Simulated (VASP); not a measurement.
# TiO2 (Pmma) in VASP: single point with r2SCAN

Aim: the single point of TiO2 with r2SCAN.

Program: VASP 6.6.1. These are calculated values, not measurements. Logs are shortened: lines on timing, memory, paths and dates and some standing lists are left out, and cuts for length are marked.

**1. The cell of the first run**

Symmetry: Pmma, No. 51, orthorhombic system. Conventional cell: a = 3.778 Å, b = 3.778 Å, c = 12.583 Å, α = 90.00°, β = 90.00°, γ = 90.00°. Within 2.6 Å of Ti (site symmetry mm2) lie 5 O at 1.93 to 1.99 Å. Within 2.6 Å of Ti (site symmetry mm2) lie 6 O at 1.93 to 1.99 Å. Within 2.6 Å of O (site symmetry mm2) lie 3 Ti at 1.93 to 1.99 Å and 2 O at 2.46 Å. Within 2.6 Å of O (site symmetry mm2) lie 2 Ti at 1.93 Å. Within 2.6 Å of O (site symmetry mm2) lie 3 Ti at 1.93 to 1.99 Å and 2 O at 2.46 Å. O (site symmetry mm2) has 3 Ti at 1.93 to 1.99 Å and 2 O at 2.46 Å within 2.6 Å.

**2. Single point, r2SCAN (the distance across one plane changed)**

The input, POSCAR:

```
TiO2
1.0
   -3.7779444200      0.0000000000      0.0000000000
    0.0000000000     -3.7779444200      0.0000000000
    0.0000000000      0.0000000000     12.5827978520
Ti O
4 8
Direct
    0.0000000000      0.0000000000      0.6663818508
    0.5000000000      0.5000000000      0.2855922218
    0.5000000000      0.0000000000      0.4759870363
    0.0000000000      0.5000000000      0.0951974073
    0.5000000000      0.5000000000      0.4434710601
    1.0000000000      1.0000000000      0.0626814311
    0.5000000000      0.0000000000      0.6338658746
    0.0000000000      0.5000000000      0.2530762456
    0.5000000000      0.0000000000      0.3181081979
    0.0000000000      0.5000000000      0.6988978269
    0.0000000000      0.0000000000      0.5085030124
    0.5000000000      0.5000000000      0.1277133834
```

The input, INCAR.step1:

```
PREC = Accurate ; ENCUT = 520
ISMEAR = 0 ; SIGMA = 0.05
LREAL = F ; LASPH = T
NELM = 60 ; NBANDS = 60
GGA = PE ; ALGO = Normal
EDIFF = 1E-4 ; LWAVE = T
LCHARG = F
```

The input, INCAR.step2:

```
PREC = Accurate ; ENCUT = 520
EDIFF = 1E-6 ; ISMEAR = 0
SIGMA = 0.05 ; LREAL = F
LASPH = T ; NELM = 60
ALGO = Normal ; ISIF = 2
LWAVE = F ; LCHARG = T
METAGGA = R2SCAN ; LMIXTAU = T
LELF = T ; LVHAR = T
NBANDS = 60 ; ISTART = 1
```

The input, KPOINTS:

```
regular mesh
0
Gamma
  6 6 3
```

Potentials or basis: VASP PAW PBE potentials, release 64 (Ti_sv, O).

Command:

```console
$ cat potpaw_PBE.64/Ti_sv/POTCAR potpaw_PBE.64/O/POTCAR > POTCAR
$ cp INCAR.step1 INCAR
$ mpirun -np 1 vasp_std > vasp.out
$ cp INCAR.step2 INCAR
$ mpirun -np 1 vasp_std > vasp.out
```

OUTCAR:

```text
PREC = Accurate
   ENCUT = 520
   EDIFF = 1E-6
   ISMEAR = 0
   LREAL = F
   LASPH = T
   NELM = 60
   ISIF = 2
   METAGGA = R2SCAN
   ISTART = 1

 ion  position               nearest neighbor table
   1  0.000  0.000  0.666-  10 1.93  10 1.93   7 1.93   7 1.93  11 1.99
   2  0.500  0.500  0.286-   9 1.93   9 1.93   8 1.93   8 1.93   5 1.99  12 1.99
   3  0.500  0.000  0.476-  11 1.93  11 1.93   5 1.93   5 1.93   7 1.99   9 1.99
   4  0.000  0.500  0.095-  12 1.93  12 1.93   6 1.93   6 1.93   8 1.99
   5  0.500  0.500  0.443-   3 1.93   3 1.93   2 1.99
   6  0.000  0.000  0.063-   4 1.93   4 1.93
   7  0.500  0.000  0.634-   1 1.93   1 1.93   3 1.99
   8  0.000  0.500  0.253-   2 1.93   2 1.93   4 1.99
   9  0.500  0.000  0.318-   2 1.93   2 1.93   3 1.99
  10  0.000  0.500  0.699-   1 1.93   1 1.93
  11  0.000  0.000  0.509-   3 1.93   3 1.93   1 1.99
  12  0.500  0.500  0.128-   4 1.93   4 1.93   2 1.99

  LATTYP: Found a simple tetragonal cell.
 ALAT       =     3.7779444200
 C/A-ratio  =     3.3305936915

  Lattice vectors:

 A1 = (  -3.7779444200,   0.0000000000,   0.0000000000)
 A2 = (   0.0000000000,  -3.7779444200,   0.0000000000)
 A3 = (   0.0000000000,   0.0000000000,  12.5827978520)

Analysis of symmetry for initial positions (statically):
=====================================================================
 Subroutine PRICEL returns:
 Original cell was already a primitive cell.

 Routine SETGRP: Setting up the symmetry group for a
 simple tetragonal supercell.

 Subroutine GETGRP returns: Found  8 space group operations
 (whereof  4 operations were pure point group operations)
 out of a pool of 16 trial point group operations.

The static configuration has the point symmetry C_2v.
 The point group associated with its full space group is D_2h.

Analysis of symmetry for dynamics (positions and initial velocities):
=====================================================================
 Subroutine PRICEL returns:
 Original cell was already a primitive cell.

 Routine SETGRP: Setting up the symmetry group for a
 simple tetragonal supercell.

 Subroutine GETGRP returns: Found  8 space group operations
 (whereof  4 operations were pure point group operations)
 out of a pool of 16 trial point group operations.

The dynamic configuration has the point symmetry C_2v.
 The point group associated with its full space group is D_2h.

 Subroutine INISYM returns: Found  8 space group operations
 (whereof  4 operations are pure point group operations),
 and found     1 'primitive' translations

----------------------------------------------------------------------------------------

                                     Primitive cell

  volume of cell :     179.5926

  direct lattice vectors                    reciprocal lattice vectors
    -3.777944420  0.000000000  0.000000000    -0.264694206  0.000000000  0.000000000
     0.000000000 -3.777944420  0.000000000     0.000000000 -0.264694206  0.000000000
     0.000000000  0.000000000 12.582797852     0.000000000  0.000000000  0.079473581

  length of vectors
     3.777944420  3.777944420 12.582797852     0.264694206  0.264694206  0.079473581

  position of ions in fractional coordinates (direct lattice)
     0.000000000  0.000000000  0.666381851
     0.500000000  0.500000000  0.285592222
     0.500000000  0.000000000  0.475987036
     0.000000000  0.500000000  0.095197407
     0.500000000  0.500000000  0.443471060
     0.000000000  0.000000000  0.062681431
     0.500000000  0.000000000  0.633865875
     0.000000000  0.500000000  0.253076246
     0.500000000  0.000000000  0.318108198
     0.000000000  0.500000000  0.698897827
     0.000000000  0.000000000  0.508503012
     0.500000000  0.500000000  0.127713383

  ion indices of the primitive-cell ions
   primitive index   ion index
                 1           1
                 2           2
                 3           3
                 4           4
                 5           5
                 6           6
                 7           7
                 8           8
                 9           9
                10          10
                11          11
                12          12

----------------------------------------------------------------------------------------

 KPOINTS: regular mesh

Automatic generation of k-mesh.
 Grid dimensions read from file:
 generate k-points for:    6    6    3

 Generating k-lattice:

  Cartesian coordinates                     Fractional coordinates (reciprocal lattice)
    -0.044115701  0.000000000  0.000000000     0.166666667  0.000000000  0.000000000
     0.000000000 -0.044115701  0.000000000     0.000000000  0.166666667  0.000000000
     0.000000000  0.000000000  0.026491194     0.000000000  0.000000000  0.333333333

  Length of vectors
     0.044115701  0.044115701  0.026491194

  Shift w.r.t. Gamma in fractional coordinates (k-lattice)
     0.000000000  0.000000000  0.000000000

 Subroutine IBZKPT returns following result:
 ===========================================

 Found     32 irreducible k-points:

 Following reciprocal coordinates:
            Coordinates               Weight
  0.000000  0.000000  0.000000      1.000000
  0.166667  0.000000  0.000000      2.000000
  0.000000  0.166667  0.000000      2.000000
  0.333333  0.000000  0.000000      2.000000
  0.000000  0.333333  0.000000      2.000000
  0.500000  0.000000  0.000000      1.000000
[... 16 lines left out ...]
  0.000000  0.500000  0.333333      2.000000
  0.166667  0.166667  0.333333      8.000000
 [... further k-points ...]
   k-points           NKPTS =     32   k-points in BZ     NKDIM =     32   number of bands    NBANDS=     60
   number of dos      NEDOS =    301   number of ions     NIONS =     12
   total plane-waves  NPLWV =  75264
   dimension x,y,z NGX =    28 NGY =   28 NGZ =   96
   dimension x,y,z NGXF=    56 NGYF=   56 NGZF=  192
   ions per type =               4   8
   NGX,Y,Z   is equivalent  to a cutoff of  12.32, 12.32, 12.68 a.u.
   NGXF,Y,Z  is equivalent  to a cutoff of  24.64, 24.64, 25.37 a.u.
 SYSTEM =  unknown system
   PREC   = accura    normal or accurate (medium, high low for compatibility)
   ISTART =      1    job   : 0-new  1-cont  2-samecut
   ICHARG =      0    charge: 1-file 2-atom 10-const
   ISPIN  =      1    spin polarized calculation?
   LNONCOLLINEAR =      F non collinear calculations
   LSORBIT =      F    spin-orbit coupling
   LASPH  =      T    aspherical Exc in radial PAW
   ENCUT  =  520.0 eV  38.22 Ry    6.18 a.u.   7.02  7.02 23.40*2*pi/ulx,y,z
   NELM   =     60;   NELMIN=  2; NELMDL=  0     # of ELM steps
   EDIFF  = 0.1E-05   stopping-criterion for ELM
   LREAL  =      F    real-space projection
   EDIFFG = 0.1E-04   stopping-criterion for IOM
   NSW    =      0    number of steps for IOM
   IBRION =     -1    ionic relax: 0-MD 1-quasi-New 2-CG
   NFREE  =      0    steps in history (QN), initial steepest desc. (CG)
   ISIF   =      2    stress and relaxation
   ISYM   =      2    0-nonsym 1-usesym 2-fastsym
   POTIM  = 0.5000    time-step for ionic-motion
   TEBEG  =    0.0;   TEEND  =   0.0 temperature during run
   PSTRESS=    0.0 pullay stress
   NELECT =      96.0000    total number of electrons
   NUPDOWN=      -1.0000    fix difference up-down
   EMIN   =  10.00;   EMAX   =-10.00  energy-range for DOS
   EFERMI =   0.00;   METHOD = LEGACY
   ISMEAR =     0;   SIGMA  =   0.05  broadening in eV -4-tet -1-fermi 0-gaus
   EFERMI_NEDOS =   21; number of points for ismear=-14 and -15
   IALGO  =     38    algorithm
   IMIX   =      4    mixing-type and parameters
     AMIX     =   0.40;   BMIX     =  1.00
     AMIX_MAG =   1.60;   BMIX_MAG =  1.00
  volume/ion in A,a.u.               =      14.97       101.00
  Fermi-wavevector in a.u.,A,eV,Ry     =   1.328625  2.510737 24.017612  1.765245
  Thomas-Fermi vector in A             =   2.457849
   LORBIT       =      0    0 simple, 1 ext, 2 COOP (PROOUT), +10 PAW based schemes
   METAGGA = R2SCAN    functional components
   LHFCALC =     F    Hartree Fock is set to
   AEXX    =    0.0000 exact exchange contribution
   IVDW    =     0    specifies the selected vdW correction
   LEPSILON=     F    determine dielectric tensor
   LRPA    =     F    only Hartree local field effects (RPA)
 non-spin polarized calculation
 Gauss-broadening in eV      SIGMA  =   0.05
  energy-cutoff  :      520.00
  volume of cell :      179.59
 maximum number of plane-waves:      4858
   NGX = 15   NGY = 15   NGZ = 47

 number of electron      95.9999962 magnetization

 Free energy of the ion-electron system (eV)
  ---------------------------------------------------
  ext. energy  EPLUGINS =         0.00000000
  ---------------------------------------------------
  free energy    TOTEN  =      -137.36203121 eV

  energy without entropy =     -137.36203121  energy(sigma->0) =     -137.36203121

 E-fermi :   1.4608     XC(G=0):  -9.4692

 val. band max:        1.2401026932   @ k =   0.5000   0.5000   0.0000
 cond. band min:       3.2528235255   @ k =   0.0000   0.0000   0.0000
 fundamental gap:      2.0127208323
 Fermi energy:         1.4607534978

 k-point     1 :       0.0000    0.0000    0.0000
  band No.  band energies     occupation
      1     -57.9837      2.00000
      2     -57.9548      2.00000
      3     -57.8688      2.00000
      4     -57.8681      2.00000
      5     -33.3666      2.00000
      6     -33.2591      2.00000
[... 52 lines left out ...]
     59       5.2173      0.00000
     60       5.2728      0.00000

 k-point     2 :       0.1667    0.0000    0.0000
  band No.  band energies     occupation
      1     -57.9826      2.00000
      2     -57.9536      2.00000
      3     -57.8686      2.00000
      4     -57.8681      2.00000
      5     -33.3670      2.00000
      6     -33.2713      2.00000
[... 1383 lines left out ...]
      4     -57.8676      2.00000
      5     -33.3671      2.00000
      6     -33.2813      2.00000
[... 52 lines left out ...]
     59       4.8802      0.00000
     60       5.0158      0.00000

 [... further k-points ...]

------------------------ aborting loop because EDIFF is reached ----------------------------------------

  FORCE on cell =-STRESS in cart. coord.  units (eV):
  Direction    XX          YY          ZZ          XY          YZ          ZX
  --------------------------------------------------------------------------------------
  -------------------------------------------------------------------------------------
  Total        1.8274924    -15.3677478     -2.6742063      0.0000000      0.0000000      0.0000000
  in kB       16.3033865   -137.0984232    -23.8570722      0.0000000      0.0000000      0.0000000
  external PRESSURE =     -48.2173697 kB  Pullay stress =       0.0000000 kB

 VOLUME and BASIS-vectors are now :
 -----------------------------------------------------------------------------
  energy-cutoff  :      520.00
  volume of cell :      179.59
      direct lattice vectors                 reciprocal lattice vectors
    -3.777944420  0.000000000  0.000000000    -0.264694206  0.000000000  0.000000000
     0.000000000 -3.777944420  0.000000000     0.000000000 -0.264694206  0.000000000
     0.000000000  0.000000000 12.582797852     0.000000000  0.000000000  0.079473581

 POSITION                                       TOTAL-FORCE (eV/Angst)
 -----------------------------------------------------------------------------------
      0.00000      0.00000      8.38495         0.000000      0.000000     -1.354795
     -1.88897     -1.88897      3.59355         0.000000      0.000000     -0.188485
     -1.88897      0.00000      5.98925         0.000000      0.000000      0.188485
      0.00000     -1.88897      1.19785         0.000000      0.000000      1.354795
     -1.88897     -1.88897      5.58011         0.000000      0.000000     -0.101878
      0.00000      0.00000      0.78871         0.000000      0.000000     -0.593530
     -1.88897      0.00000      7.97581         0.000000      0.000000      0.144495
      0.00000     -1.88897      3.18441         0.000000      0.000000     -0.560556
     -1.88897      0.00000      4.00269         0.000000      0.000000      0.101878
      0.00000     -1.88897      8.79409         0.000000      0.000000      0.593530
      0.00000      0.00000      6.39839         0.000000      0.000000      0.560556
     -1.88897     -1.88897      1.60699         0.000000      0.000000     -0.144495
 -----------------------------------------------------------------------------------
    total drift:                               -0.000000     -0.000000      0.000015

  FREE ENERGIE OF THE ION-ELECTRON SYSTEM (eV)
  ---------------------------------------------------
  free  energy   TOTEN  =      -137.3620312086 eV

  energy  without entropy=     -137.3620312086  energy(sigma->0) =     -137.36203121
```

Run time: 15 min. Hardware: 1 thread of Intel Xeon 8259CL, shared host; peak memory 0.45 GiB.

What came out:

```yaml
Free_energy: -137.3620 eV
Pressure: -4.8 GPa
Largest_force: 1.355 eV/Å
Band_gap_on_the_k_mesh: 2.01 eV (least direct gap 2.48 eV)
```

Forces in eV/Å, atoms in the order of the input:
```
Ti   0.000  0.000 -1.355
Ti   0.000  0.000 -0.188
Ti   0.000  0.000  0.188
Ti   0.000  0.000  1.355
O    0.000  0.000 -0.102
O    0.000  0.000 -0.594
O    0.000  0.000  0.144
O    0.000  0.000 -0.561
O    0.000  0.000  0.102
O    0.000  0.000  0.594
O    0.000  0.000  0.561
O    0.000  0.000 -0.144
```

Stress tensor (GPa, compression positive):
```
  1.63   0.00   0.00
  0.00 -13.71   0.00
  0.00   0.00  -2.39
```

Caveat: the cell differs from its parent crystal (the distance across one plane changed); the stress differs along the axes, from -14 to 2 GPa; the PAW data sets were made with another functional, which shifts forces and pressure a little. A k mesh can miss the band edges.
